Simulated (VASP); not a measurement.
# Si (Fd-3m) in VASP: further runs

The runs below take Si through single point, with LDA.

Everything below comes from runs of VASP 6.6.1. Logs are shortened: lines on timing, memory, paths and dates and some standing lists are left out, and cuts for length are marked.

## 1. The cell of the first run

The structure is cubic, space group Fd-3m (No. 227). Conventional cell: a = 5.402 Å, b = 5.402 Å, c = 5.402 Å, α = 90.00°, β = 90.00°, γ = 90.00°. Within 3.1 Å of Si (site symmetry -43m) lie 4 Si at 2.34 Å.

## 2. Single point, LDA

INCAR reads:

```
PREC = Accurate
ENCUT = 520
EDIFF = 1E-6
ISMEAR = 0
SIGMA = 0.02
LREAL = False
LASPH = True
NELM = 80
ALGO = Normal
ISIF = 2
LWAVE = False
LCHARG = False
GGA = CA
NBANDS = 11
```

KPOINTS reads:

```
Automatic mesh
0
Gamma
  8 8 8
```

POSCAR reads:

```
Si
1.0
    0.0000000000      2.7007939321      2.7007939321
    2.7007939321      0.0000000000      2.7007939321
    2.7007939321      2.7007939321      0.0000000000
Si
2
Direct
    0.5000000000      0.5000000000      0.5000000000
    0.7500000000      0.7500000000      0.7500000000
```

Potentials or basis: VASP PAW LDA potentials, release 64 (Si).

On the command line:

```console
$ cat potpaw_LDA.64/Si/POTCAR > POTCAR
$ mpirun -np 1 vasp_std > vasp.out
```

OUTCAR:

```text
PREC = Accurate
   ENCUT = 520
   EDIFF = 1E-6
   ISMEAR = 0
   LREAL = False
   LASPH = True
   NELM = 80
   ISIF = 2
   GGA = CA

 ion  position               nearest neighbor table
   1  0.500  0.500  0.500-   2 2.34   2 2.34   2 2.34   2 2.34
   2  0.750  0.750  0.750-   1 2.34   1 2.34   1 2.34   1 2.34

  LATTYP: Found a face centered cubic cell.
 ALAT       =     5.4015878642

  Lattice vectors:

 A1 = (   0.0000000000,   2.7007939321,   2.7007939321)
 A2 = (   2.7007939321,   0.0000000000,   2.7007939321)
 A3 = (   2.7007939321,   2.7007939321,   0.0000000000)

Analysis of symmetry for initial positions (statically):
=====================================================================
 Subroutine PRICEL returns:
 Original cell was already a primitive cell.

 Routine SETGRP: Setting up the symmetry group for a
 face centered cubic supercell.

 Subroutine GETGRP returns: Found 48 space group operations
 (whereof 24 operations were pure point group operations)
 out of a pool of 48 trial point group operations.

The static configuration has the point symmetry T_d .
 The point group associated with its full space group is O_h .

Analysis of symmetry for dynamics (positions and initial velocities):
=====================================================================
 Subroutine PRICEL returns:
 Original cell was already a primitive cell.

 Routine SETGRP: Setting up the symmetry group for a
 face centered cubic supercell.

 Subroutine GETGRP returns: Found 48 space group operations
 (whereof 24 operations were pure point group operations)
 out of a pool of 48 trial point group operations.

The dynamic configuration has the point symmetry T_d .
 The point group associated with its full space group is O_h .

 Subroutine INISYM returns: Found 48 space group operations
 (whereof 24 operations are pure point group operations),
 and found     1 'primitive' translations

----------------------------------------------------------------------------------------

                                     Primitive cell

  volume of cell :      39.4007

  direct lattice vectors                    reciprocal lattice vectors
     0.000000000  2.700793932  2.700793932    -0.185130748  0.185130748  0.185130748
     2.700793932  0.000000000  2.700793932     0.185130748 -0.185130748  0.185130748
     2.700793932  2.700793932  0.000000000     0.185130748  0.185130748 -0.185130748

  length of vectors
     3.819499408  3.819499408  3.819499408     0.320655861  0.320655861  0.320655861

  position of ions in fractional coordinates (direct lattice)
     0.500000000  0.500000000  0.500000000
     0.750000000  0.750000000  0.750000000

  ion indices of the primitive-cell ions
   primitive index   ion index
                 1           1
                 2           2

----------------------------------------------------------------------------------------

 KPOINTS: Automatic mesh

Automatic generation of k-mesh.
 Grid dimensions read from file:
 generate k-points for:    8    8    8

 Generating k-lattice:

  Cartesian coordinates                     Fractional coordinates (reciprocal lattice)
    -0.023141343  0.023141343  0.023141343     0.125000000  0.000000000  0.000000000
     0.023141343 -0.023141343  0.023141343     0.000000000  0.125000000  0.000000000
     0.023141343  0.023141343 -0.023141343     0.000000000  0.000000000  0.125000000

  Length of vectors
     0.040081983  0.040081983  0.040081983

  Shift w.r.t. Gamma in fractional coordinates (k-lattice)
     0.000000000  0.000000000  0.000000000

 Subroutine IBZKPT returns following result:
 ===========================================

 Found     29 irreducible k-points:

 Following reciprocal coordinates:
            Coordinates               Weight
  0.000000  0.000000  0.000000      1.000000
  0.125000  0.000000  0.000000      8.000000
  0.250000  0.000000  0.000000      8.000000
  0.375000  0.000000  0.000000      8.000000
  0.500000  0.000000  0.000000      4.000000
  0.125000  0.125000  0.000000      6.000000
[... 16 lines left out ...]
  0.500000  0.250000  0.125000     48.000000
 -0.375000  0.250000  0.125000     24.000000
 [... further k-points ...]
   k-points           NKPTS =     29   k-points in BZ     NKDIM =     29   number of bands    NBANDS=     11
   number of dos      NEDOS =    301   number of ions     NIONS =      2
   total plane-waves  NPLWV =  21952
   dimension x,y,z NGX =    28 NGY =   28 NGZ =   28
   dimension x,y,z NGXF=    56 NGYF=   56 NGZF=   56
   ions per type =               2
   NGX,Y,Z   is equivalent  to a cutoff of  12.19, 12.19, 12.19 a.u.
   NGXF,Y,Z  is equivalent  to a cutoff of  24.37, 24.37, 24.37 a.u.
 SYSTEM =  unknown system
   PREC   = accura    normal or accurate (medium, high low for compatibility)
   ISTART =      0    job   : 0-new  1-cont  2-samecut
   ICHARG =      2    charge: 1-file 2-atom 10-const
   ISPIN  =      1    spin polarized calculation?
   LNONCOLLINEAR =      F non collinear calculations
   LSORBIT =      F    spin-orbit coupling
   LASPH  =      T    aspherical Exc in radial PAW
   ENCUT  =  520.0 eV  38.22 Ry    6.18 a.u.   7.10  7.10  7.10*2*pi/ulx,y,z
   NELM   =     80;   NELMIN=  2; NELMDL= -5     # of ELM steps
   EDIFF  = 0.1E-05   stopping-criterion for ELM
   LREAL  =      F    real-space projection
   EDIFFG = 0.1E-04   stopping-criterion for IOM
   NSW    =      0    number of steps for IOM
   IBRION =     -1    ionic relax: 0-MD 1-quasi-New 2-CG
   NFREE  =      0    steps in history (QN), initial steepest desc. (CG)
   ISIF   =      2    stress and relaxation
   ISYM   =      2    0-nonsym 1-usesym 2-fastsym
   POTIM  = 0.5000    time-step for ionic-motion
   TEBEG  =    0.0;   TEEND  =   0.0 temperature during run
   PSTRESS=    0.0 pullay stress
   NELECT =       8.0000    total number of electrons
   NUPDOWN=      -1.0000    fix difference up-down
   EMIN   =  10.00;   EMAX   =-10.00  energy-range for DOS
   EFERMI =   0.00;   METHOD = LEGACY
   ISMEAR =     0;   SIGMA  =   0.02  broadening in eV -4-tet -1-fermi 0-gaus
   EFERMI_NEDOS =   21; number of points for ismear=-14 and -15
   IALGO  =     38    algorithm
   IMIX   =      4    mixing-type and parameters
     AMIX     =   0.40;   BMIX     =  1.00
     AMIX_MAG =   1.60;   BMIX_MAG =  1.00
  volume/ion in A,a.u.               =      19.70       132.94
  Fermi-wavevector in a.u.,A,eV,Ry     =   0.962210  1.818314 12.596938  0.925849
  Thomas-Fermi vector in A             =   2.091650
   LORBIT       =      0    0 simple, 1 ext, 2 COOP (PROOUT), +10 PAW based schemes
   GGA     = CA    functional components
   LHFCALC =     F    Hartree Fock is set to
   AEXX    =    0.0000 exact exchange contribution
   IVDW    =     0    specifies the selected vdW correction
   LEPSILON=     F    determine dielectric tensor
   LRPA    =     F    only Hartree local field effects (RPA)
 non-spin polarized calculation
 Gauss-broadening in eV      SIGMA  =   0.02
  energy-cutoff  :      520.00
  volume of cell :       39.40
 maximum number of plane-waves:      1069
   NGX = 15   NGY = 15   NGZ = 15

 number of electron       8.0000001 magnetization

 Free energy of the ion-electron system (eV)
  ---------------------------------------------------
  ext. energy  EPLUGINS =         0.00000000
  ---------------------------------------------------
  free energy    TOTEN  =       -11.91556415 eV

  energy without entropy =      -11.91556415  energy(sigma->0) =      -11.91556415

 E-fermi :   6.0835     XC(G=0):  -9.6659

 val. band max:        5.9370443766   @ k =   0.0000   0.0000   0.0000
 cond. band min:       6.4261303222   @ k =   0.3750   0.3750   0.0000
 fundamental gap:      0.4890859456
 Fermi energy:         6.0834984754

 k-point     1 :       0.0000    0.0000    0.0000
  band No.  band energies     occupation
      1      -6.1314      2.00000
      2       5.9370      2.00000
      3       5.9370      2.00000
      4       5.9370      2.00000
      5       8.4673      0.00000
      6       8.4673      0.00000
      7       8.4673      0.00000
      8       9.3315      0.00000
      9      13.6723      0.00000
     10      13.6723      0.00000
     11      13.6821      0.00000

 k-point     2 :       0.1250    0.0000    0.0000
  band No.  band energies     occupation
      1      -5.9243      2.00000
      2       4.3197      2.00000
      3       5.6428      2.00000
      4       5.6428      2.00000
      5       8.4055      0.00000
      6       8.8980      0.00000
      7       8.8980      0.00000
      8      10.6623      0.00000
      9      13.1611      0.00000
     10      13.1611      0.00000
     11      14.4963      0.00000

 k-point     3 :       0.2500    0.0000    0.0000
  band No.  band energies     occupation
      1      -5.3196      2.00000
      2       1.9645      2.00000
      3       5.1676      2.00000
      4       5.1676      2.00000
      5       7.9211      0.00000
      6       9.4123      0.00000
      7       9.4123      0.00000
      8      12.8336      0.00000
      9      13.1058      0.00000
     10      13.1058      0.00000
     11      14.7665      0.00000

 k-point     4 :       0.3750    0.0000    0.0000
  band No.  band energies     occupation
      1      -4.4089      2.00000
      2      -0.0841      2.00000
      3       4.8396      2.00000
      4       4.8396      2.00000
      5       7.5528      0.00000
      6       9.3396      0.00000
      7       9.3396      0.00000
      8      13.6500      0.00000
      9      14.5093      0.00000
     10      14.5093      0.00000
     11      15.5684      0.00000
[... 239 lines left out ...]
 k-point    22 :       0.3750    0.2500    0.1250
  band No.  band energies     occupation
      1      -4.7822      2.00000
      2       1.6260      2.00000
      3       3.1605      2.00000
      4       4.4860      2.00000
      5       8.3166      0.00000
      6       9.8085      0.00000
      7      10.0522      0.00000
      8      11.4228      0.00000
      9      13.7174      0.00000
     10      16.2182      0.00000
     11      16.9179      0.00000

 k-point    23 :       0.5000    0.2500    0.1250
  band No.  band energies     occupation
      1      -3.8777      2.00000
      2       0.0484      2.00000
      3       2.5474      2.00000
      4       3.9706      2.00000
      5       8.7438      0.00000
      6       9.4334      0.00000
      7      10.9024      0.00000
      8      11.8521      0.00000
      9      14.9475      0.00000
     10      15.6260      0.00000
     11      17.8730      0.00000

 k-point    24 :      -0.3750    0.2500    0.1250
  band No.  band energies     occupation
      1      -3.2072      2.00000
      2      -0.9207      2.00000
      3       2.4208      2.00000
      4       3.7348      2.00000
      5       8.9577      0.00000
      6       8.9765      0.00000
      7      11.8300      0.00000
      8      13.0061      0.00000
      9      13.3058      0.00000
     10      16.4710      0.00000
     11      17.6326      0.00000

 [... further k-points ...]
[... 5 lines left out ...]
  --------------------------------------------------------------------------------------
  -------------------------------------------------------------------------------------
  Total        0.0184612      0.0184612      0.0184612      0.0000000     -0.0000000      0.0000000
  in kB        0.7507001      0.7507001      0.7507001      0.0000000     -0.0000000      0.0000000
  external PRESSURE =       0.7507001 kB  Pullay stress =       0.0000000 kB

 VOLUME and BASIS-vectors are now :
 -----------------------------------------------------------------------------
  energy-cutoff  :      520.00
  volume of cell :       39.40
      direct lattice vectors                 reciprocal lattice vectors
     0.000000000  2.700793932  2.700793932    -0.185130748  0.185130748  0.185130748
     2.700793932  0.000000000  2.700793932     0.185130748 -0.185130748  0.185130748
     2.700793932  2.700793932  0.000000000     0.185130748  0.185130748 -0.185130748

 POSITION                                       TOTAL-FORCE (eV/Angst)
 -----------------------------------------------------------------------------------
      2.70079      2.70079      2.70079        -0.000000      0.000000     -0.000000
      4.05119      4.05119      4.05119         0.000000     -0.000000      0.000000
 -----------------------------------------------------------------------------------
    total drift:                                0.000000      0.000000     -0.000000

  FREE ENERGIE OF THE ION-ELECTRON SYSTEM (eV)
  ---------------------------------------------------
  free  energy   TOTEN  =       -11.9155641467 eV

  energy  without entropy=      -11.9155641467  energy(sigma->0) =      -11.91556415
```

Run time: 3.7 s. Hardware: 1 thread of Intel Xeon 6975P-C (Granite Rapids), shared host; peak memory 0.13 GiB.

Results:

```yaml
Free_energy: -11.9156 eV
Pressure: 0.1 GPa
Band_gap_on_the_k_mesh: 0.49 eV, indirect (least direct gap 2.53 eV)
```

Levels at points of the mesh, in eV from the valence-band top:
```
           k point  band 1  band 2  band 3  band 4  band 5  band 6  band 7  band 8
(0.00, 0.00, 0.00)  -12.07    0.00    0.00    0.00    2.53    2.53    2.53    3.39
(0.50, 0.00, 0.00)   -9.69   -7.07   -1.21   -1.21    1.49    3.28    3.28    7.54
(0.50, 0.50, 0.00)   -7.87   -7.87   -2.90   -2.90    0.57    0.57   10.12   10.12
```

A k mesh can miss the band edges. LDA gaps usually lie below the measured ones, often by a third to a half.

## 3. Single point, LDA

INCAR reads:

```
SYSTEM = Si
  PREC = Accurate
  ENCUT = 520
  EDIFF = 1E-6
  ISMEAR = 0
  SIGMA = 0.02
  LREAL = .False.
  LASPH = .True.
  NELM = 100
  ALGO = Normal
  ISIF = 2
  LWAVE = .False.
  LCHARG = .True.
  GGA = CA
  LELF = .True.
  LVHAR = .True.
  NBANDS = 11
```

KPOINTS reads:

```
regular mesh
0
Gamma
  10 10 10
  0 0 0
```

POSCAR is that of step 2.

Potentials or basis: VASP PAW LDA potentials, release 64 (Si).

On the command line:

```console
$ cat potpaw_LDA.64/Si/POTCAR > POTCAR
$ mpirun -np 1 vasp_std > vasp.out
```

Run time: 6.1 s. Hardware: 1 thread of Intel Xeon 6975P-C (Granite Rapids), shared host; peak memory 0.14 GiB.

It converged, with:

* Free energy: -11.9191 eV
* Pressure: 0.1 GPa
* Band gap on the k mesh: 0.45 eV, indirect (least direct gap 2.53 eV)

Levels at points of the mesh, in eV from the valence-band top:
```csv
k point,band 1,band 2,band 3,band 4,band 5,band 6,band 7,band 8
"(0.00, 0.00, 0.00)",-12.07,0.00,0.00,0.00,2.53,2.53,2.53,3.39
"(0.50, 0.00, 0.00)",-9.69,-7.07,-1.21,-1.21,1.49,3.29,3.29,7.54
"(0.50, 0.50, 0.00)",-7.87,-7.87,-2.90,-2.90,0.57,0.57,10.12,10.12
```

A k mesh can miss the band edges.
